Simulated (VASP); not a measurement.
# NbIn2Se3 (P4/mmm) in VASP: a series of runs

NbIn2Se3 is run at these levels: PBE; tasks: relaxation of cell and atoms.

Program: VASP 6.6.1. These are calculated values, not measurements. Logs are shortened: lines on timing, memory, paths and dates and some standing lists are left out, and cuts for length are marked.

## Step 1: The cell of the first run

It takes space group P4/mmm (No. 123, tetragonal). The conventional cell has a = 4.304 Å, b = 4.304 Å, c = 8.554 Å, α = 90.00°, β = 90.00°, γ = 90.00°. Within 4.0 Å of Nb (site symmetry 4/mmm) lie 4 Se at 3.04 Å. In (site symmetry mmm) has 4 Se at 2.40 Å and 4 In at 3.04 Å within 3.2 Å. Se (site symmetry 4mm) has 1 Se at 2.12 Å and 4 In at 2.40 Å within 2.8 Å. Within 4.0 Å of Se (site symmetry 4/mmm) lie 4 Nb at 3.04 Å and 2 Se at 3.22 Å.

The cell was generated, and may not be a known phase.

## Step 2: Relaxation of cell and atoms, PBE

INCAR reads:

```
SYSTEM = NbIn2Se3
PREC     = Accurate       ! precision mode
ENCUT    = 500            ! plane-wave cutoff, eV
EDIFF    = 1E-7           ! SCF threshold, eV
ISMEAR   = 0              ! smearing method
SIGMA    = 0.15           ! smearing width, eV
LREAL    = .FALSE.        ! projectors in reciprocal space
LASPH    = .TRUE.         ! aspherical terms in the spheres
NELM     = 120            ! most SCF steps
ALGO     = Normal         ! electronic algorithm
ISIF     = 3              ! what is computed and relaxed
LWAVE    = .FALSE.        ! write WAVECAR
LCHARG   = .FALSE.        ! write CHGCAR
GGA      = PE             ! functional
IBRION   = 2              ! ionic algorithm
NSW      = 36             ! ionic steps
EDIFFG   = -0.08          ! ionic threshold
GGA_COMPAT= .FALSE.      
NELMIN   = 4
```

KPOINTS reads:

```
regular mesh
0
G
  3 3 2
  0 0 0
```

POSCAR reads:

```
NbIn2Se3
1.0
    4.3043671100      0.0000000000      0.0000000000
    0.0000000000      4.3043671100      0.0000000000
    0.0000000000      0.0000000000      8.5540286700
Nb In Se
1 2 3
Direct
    0.5000000000      0.5000000000      0.0000000000
    0.0000000000      0.5000000000      0.5000000000
    0.5000000000      0.0000000000      0.5000000000
    0.0000000000      0.0000000000      0.6239447700
    0.0000000000      0.0000000000      0.3760552300
    0.0000000000      0.0000000000      0.0000000000
```

Potentials or basis: VASP PAW PBE potentials, release 64 (Nb_sv, In_d, Se).

Launch:

```console
> cat potpaw_PBE.64/Nb_sv/POTCAR potpaw_PBE.64/In_d/POTCAR potpaw_PBE.64/Se/POTCAR > POTCAR
> mpirun -np 1 vasp_std > vasp.out
```

OUTCAR:

```text
SYSTEM = NbIn2Se3
   PREC = Accurate
   ENCUT = 500
   EDIFF = 1E-7
   ISMEAR = 0
   LREAL = .FALSE.
   LASPH = .TRUE.
   NELM = 120
   ISIF = 3
   GGA = PE
   IBRION = 2
   NSW = 36
   EDIFFG = -0.08
   NELMIN = 4

 ion  position               nearest neighbor table
   1  0.500  0.500  0.000-
   2  0.000  0.500  0.500-   4 2.40   5 2.40   4 2.40   5 2.40   3 3.04   3 3.04   3 3.04   3 3.04

   3  0.500  0.000  0.500-   4 2.40   5 2.40   4 2.40   5 2.40   2 3.04   2 3.04   2 3.04   2 3.04

   4  0.000  0.000  0.624-   5 2.12   3 2.40   2 2.40   2 2.40   3 2.40
   5  0.000  0.000  0.376-   4 2.12   3 2.40   2 2.40   2 2.40   3 2.40
   6  0.000  0.000  0.000-

  LATTYP: Found a simple tetragonal cell.
 ALAT       =     4.3043671100
 C/A-ratio  =     1.9872906867

  Lattice vectors:

 A1 = (   4.3043671100,   0.0000000000,   0.0000000000)
 A2 = (   0.0000000000,   4.3043671100,   0.0000000000)
 A3 = (   0.0000000000,   0.0000000000,   8.5540286700)

Analysis of symmetry for initial positions (statically):
=====================================================================
 Subroutine PRICEL returns:
 Original cell was already a primitive cell.

 Routine SETGRP: Setting up the symmetry group for a
 simple tetragonal supercell.

 Subroutine GETGRP returns: Found 16 space group operations
 (whereof 16 operations were pure point group operations)
 out of a pool of 16 trial point group operations.

The static configuration has the point symmetry D_4h.

Analysis of symmetry for dynamics (positions and initial velocities):
=====================================================================
 Subroutine PRICEL returns:
 Original cell was already a primitive cell.

 Routine SETGRP: Setting up the symmetry group for a
 simple tetragonal supercell.

 Subroutine GETGRP returns: Found 16 space group operations
 (whereof 16 operations were pure point group operations)
 out of a pool of 16 trial point group operations.

The dynamic configuration has the point symmetry D_4h.

 Subroutine INISYM returns: Found 16 space group operations
 (whereof 16 operations are pure point group operations),
 and found     1 'primitive' translations

----------------------------------------------------------------------------------------

                                     Primitive cell

  volume of cell :     158.4854

  direct lattice vectors                    reciprocal lattice vectors
     4.304367110  0.000000000  0.000000000     0.232322191  0.000000000  0.000000000
     0.000000000  4.304367110  0.000000000     0.000000000  0.232322191  0.000000000
     0.000000000  0.000000000  8.554028670     0.000000000  0.000000000  0.116903980

  length of vectors
     4.304367110  4.304367110  8.554028670     0.232322191  0.232322191  0.116903980

  position of ions in fractional coordinates (direct lattice)
     0.500000000  0.500000000  0.000000000
     0.000000000  0.500000000  0.500000000
     0.500000000  0.000000000  0.500000000
     0.000000000  0.000000000  0.623944770
     0.000000000  0.000000000  0.376055230
     0.000000000  0.000000000  0.000000000

  ion indices of the primitive-cell ions
   primitive index   ion index
                 1           1
                 2           2
                 3           3
                 4           4
                 5           5
                 6           6

----------------------------------------------------------------------------------------

 KPOINTS: regular mesh

Automatic generation of k-mesh.
 Grid dimensions read from file:
 generate k-points for:    3    3    2

 Generating k-lattice:

  Cartesian coordinates                     Fractional coordinates (reciprocal lattice)
     0.077440730  0.000000000  0.000000000     0.333333333  0.000000000  0.000000000
     0.000000000  0.077440730  0.000000000     0.000000000  0.333333333  0.000000000
     0.000000000  0.000000000  0.058451990     0.000000000  0.000000000  0.500000000

  Length of vectors
     0.077440730  0.077440730  0.058451990

  Shift w.r.t. Gamma in fractional coordinates (k-lattice)
     0.000000000  0.000000000  0.000000000

 Subroutine IBZKPT returns following result:
 ===========================================

 Found      6 irreducible k-points:

 Following reciprocal coordinates:
            Coordinates               Weight
  0.000000  0.000000  0.000000      1.000000
  0.333333  0.000000  0.000000      4.000000
  0.333333  0.333333  0.000000      4.000000
  0.000000  0.000000  0.500000      1.000000
  0.333333  0.000000  0.500000      4.000000
  0.333333  0.333333  0.500000      4.000000
   k-points           NKPTS =      6   k-points in BZ     NKDIM =      6   number of bands    NBANDS=     34
   number of dos      NEDOS =    301   number of ions     NIONS =      6
   total plane-waves  NPLWV =  65536
   dimension x,y,z NGX =    32 NGY =   32 NGZ =   64
   dimension x,y,z NGXF=    64 NGYF=   64 NGZF=  128
   ions per type =               1   2   3
   NGX,Y,Z   is equivalent  to a cutoff of  12.36, 12.36, 12.44 a.u.
   NGXF,Y,Z  is equivalent  to a cutoff of  24.72, 24.72, 24.88 a.u.
 SYSTEM =  NbIn2Se3
   PREC   = accura    normal or accurate (medium, high low for compatibility)
   ISTART =      0    job   : 0-new  1-cont  2-samecut
   ICHARG =      2    charge: 1-file 2-atom 10-const
   ISPIN  =      1    spin polarized calculation?
   LNONCOLLINEAR =      F non collinear calculations
   LSORBIT =      F    spin-orbit coupling
   LASPH  =      T    aspherical Exc in radial PAW
   ENCUT  =  500.0 eV  36.75 Ry    6.06 a.u.   7.85  7.85 15.60*2*pi/ulx,y,z
   NELM   =    120;   NELMIN=  4; NELMDL= -5     # of ELM steps
   EDIFF  = 0.1E-06   stopping-criterion for ELM
   LREAL  =      F    real-space projection
   EDIFFG = -.8E-01   stopping-criterion for IOM
   NSW    =     36    number of steps for IOM
   IBRION =      2    ionic relax: 0-MD 1-quasi-New 2-CG
   NFREE  =      1    steps in history (QN), initial steepest desc. (CG)
   ISIF   =      3    stress and relaxation
   ISYM   =      2    0-nonsym 1-usesym 2-fastsym
   POTIM  = 0.5000    time-step for ionic-motion
   TEBEG  =    0.0;   TEEND  =   0.0 temperature during run
   PSTRESS=    0.0 pullay stress
   NELECT =      57.0000    total number of electrons
   NUPDOWN=      -1.0000    fix difference up-down
   EMIN   =  10.00;   EMAX   =-10.00  energy-range for DOS
   EFERMI =   0.00;   METHOD = LEGACY
   ISMEAR =     0;   SIGMA  =   0.15  broadening in eV -4-tet -1-fermi 0-gaus
   EFERMI_NEDOS =   21; number of points for ismear=-14 and -15
   IALGO  =     38    algorithm
   IMIX   =      4    mixing-type and parameters
     AMIX     =   0.40;   BMIX     =  1.00
     AMIX_MAG =   1.60;   BMIX_MAG =  1.00
  volume/ion in A,a.u.               =      26.41       178.25
  Fermi-wavevector in a.u.,A,eV,Ry     =   1.164224  2.200065 18.441586  1.355418
  Thomas-Fermi vector in A             =   2.300765
   LORBIT       =      0    0 simple, 1 ext, 2 COOP (PROOUT), +10 PAW based schemes
   GGA     = PE    functional components
   LHFCALC =     F    Hartree Fock is set to
   AEXX    =    0.0000 exact exchange contribution
   IVDW    =     0    specifies the selected vdW correction
   LEPSILON=     F    determine dielectric tensor
   LRPA    =     F    only Hartree local field effects (RPA)
 conjugate gradient relaxation of ions
 non-spin polarized calculation
 Gauss-broadening in eV      SIGMA  =   0.15
  energy-cutoff  :      500.00
  volume of cell :      158.49
 maximum number of plane-waves:      4038
 NGX is ok and might be reduce to    32
   NGX = 15   NGY = 15   NGZ = 31

--------------------------------------- Ionic step        1  -------------------------------------------

 number of electron      56.9999995 magnetization

 Free energy of the ion-electron system (eV)
  ---------------------------------------------------
  ext. energy  EPLUGINS =         0.00000000
  ---------------------------------------------------
  free energy    TOTEN  =       -13.25861099 eV

  energy without entropy =      -13.12644394  energy(sigma->0) =      -13.19252747

------------------------ aborting loop because EDIFF is reached ----------------------------------------

  FORCE on cell =-STRESS in cart. coord.  units (eV):
  Direction    XX          YY          ZZ          XY          YZ          ZX
  --------------------------------------------------------------------------------------
  -------------------------------------------------------------------------------------
  Total       25.6269699     25.6269699     30.2194348      0.0000000      0.0000000      0.0000000
  in kB      259.0708387    259.0708387    305.4974639      0.0000000      0.0000000      0.0000000
  external PRESSURE =     274.5463805 kB  Pullay stress =       0.0000000 kB
[... 101 lines left out ...]
  FREE ENERGIE OF THE ION-ELECTRON SYSTEM (eV)
  ---------------------------------------------------
  free  energy   TOTEN  =       -20.4370846763 eV

  energy  without entropy=      -20.1965830246  energy(sigma->0) =      -20.31683385

 E-fermi :   4.6510     XC(G=0):  -9.1380

 val. band max:        4.5888514131   @ k =   0.3333   0.0000   0.0000
 cond. band min:       4.7482852392   @ k =   0.3333   0.3333   0.5000
 fundamental gap:      0.1594338260
 Fermi energy:         4.6509946740

 k-point     1 :       0.0000    0.0000    0.0000
  band No.  band energies     occupation
      1     -51.3562      2.00000
      2     -27.4018      2.00000
      3     -27.3682      2.00000
      4     -27.3682      2.00000
      5     -11.0528      2.00000
      6     -10.9854      2.00000
[... 211 lines left out ...]
     33       5.4599      0.00000
     34       5.7397      0.00000

 E-fermi :   7.5889     XC(G=0): -10.4727

 val. band max:        7.5545833545   @ k =   0.0000   0.0000   0.5000
 cond. band min:       7.5899131169   @ k =   0.3333   0.3333   0.5000
 fundamental gap:      0.0353297624
 Fermi energy:         7.5888729676

 k-point     1 :       0.0000    0.0000    0.0000
  band No.  band energies     occupation
      1     -47.9610      2.00000
      2     -24.1317      2.00000
      3     -24.1317      2.00000
      4     -24.1171      2.00000
      5     -10.7004      2.00000
      6     -10.1848      2.00000
[... 211 lines left out ...]
     33       9.6361      0.00000
     34      10.2978      0.00000

[... ionic steps 4 to 9 ...]

--------------------------------------- Ionic step       10  -------------------------------------------

 number of electron      56.9999995 magnetization

------------------------ aborting loop because EDIFF is reached ----------------------------------------

  FORCE on cell =-STRESS in cart. coord.  units (eV):
  Direction    XX          YY          ZZ          XY          YZ          ZX
  --------------------------------------------------------------------------------------
  -------------------------------------------------------------------------------------
  Total        0.7450946      0.7450946      0.8991526      0.0000000     -0.0000000     -0.0000000
  in kB        7.3160875      7.3160875      8.8287836      0.0000000     -0.0000000     -0.0000000
  external PRESSURE =       7.8203195 kB  Pullay stress =       0.0000000 kB
[... 65 lines left out ...]
  energy  without entropy=      -23.1510625124  energy(sigma->0) =      -23.19420894

--------------------------------------- Ionic step       12  -------------------------------------------

 number of electron      56.9999977 magnetization

 Free energy of the ion-electron system (eV)
  ---------------------------------------------------
  ext. energy  EPLUGINS =         0.00000000
  ---------------------------------------------------
  free energy    TOTEN  =       -23.24136390 eV

  energy without entropy =      -23.15677257  energy(sigma->0) =      -23.19906823

 E-fermi :   4.9460     XC(G=0):  -9.3145

 val. band max:        4.9046679733   @ k =   0.3333   0.3333   0.0000
 cond. band min:       5.0469159860   @ k =   0.3333   0.3333   0.5000
 fundamental gap:      0.1422480127
 Fermi energy:         4.9460027015

 k-point     1 :       0.0000    0.0000    0.0000
  band No.  band energies     occupation
      1     -51.0432      2.00000
      2     -27.1259      2.00000
      3     -27.0482      2.00000
      4     -27.0482      2.00000
      5     -11.0520      2.00000
      6     -10.8376      2.00000
[... 244 lines left out ...]
  FREE ENERGIE OF THE ION-ELECTRON SYSTEM (eV)
  ---------------------------------------------------
  free  energy   TOTEN  =       -23.2413638965 eV

  energy  without entropy=      -23.1567725691  energy(sigma->0) =      -23.19906823

 reached required accuracy - stopping structural energy minimisation
```

Run time: 15 min. Hardware: 1 thread of Intel Xeon 8259CL, shared host; peak memory 0.27 GiB.

Results:

```yaml
Free_energy: -23.2414 eV
Relaxed_volume: 27.52 Å³/atom
Relaxed_cell: a = 3.937 Å, b = 3.937 Å, c = 10.650 Å, α = 90.00°, β = 90.00°, γ = 90.00°
Space_group_after_relaxing_to_0.1_Å: P4/mmm (No. 123)
Pressure_after_relaxing: 0.0 GPa
Largest_force_after_relaxing: 0.017 eV/Å
Band_gap_on_the_k_mesh: zero (an odd number of electrons rules out a gap without spin polarisation)
```

Forces in eV/Å, atoms in the order of the input:
```
Nb   0.000  0.000  0.000
In   0.000  0.000  0.000
In   0.000  0.000  0.000
Se   0.000  0.000  0.017
Se   0.000  0.000 -0.017
Se   0.000  0.000  0.000
```

Final structure:
```
Nb In Se
1.0
     3.93734    0.00000    0.00000
     0.00000    3.93734    0.00000
     0.00000    0.00000   10.65032
Nb In Se
1 2 3
Cartesian
  1.9687 1.9687 0.0000
  0.0000 1.9687 5.3252
  1.9687 0.0000 5.3252
  0.0000 3.9373 7.4373
  0.0000 0.0000 3.2130
  0.0000 0.0000 0.0000
```

Caveat: the k points lie up to 0.53 Å⁻¹ apart in the final cell, too coarse for converged energies and pressures of a metal; a cell axis changed by over 15 % at a fixed basis, so the end point is rough; spin-orbit coupling is left out, which moves the levels of the heavy elements; this functional lacks dispersion, which binds layers or chains, so the pressure and a relaxed spacing across them are unreliable.

[end of part 1 of 2]

The gap in the log of VASP goes by the Fermi energy; the results here count the filled bands.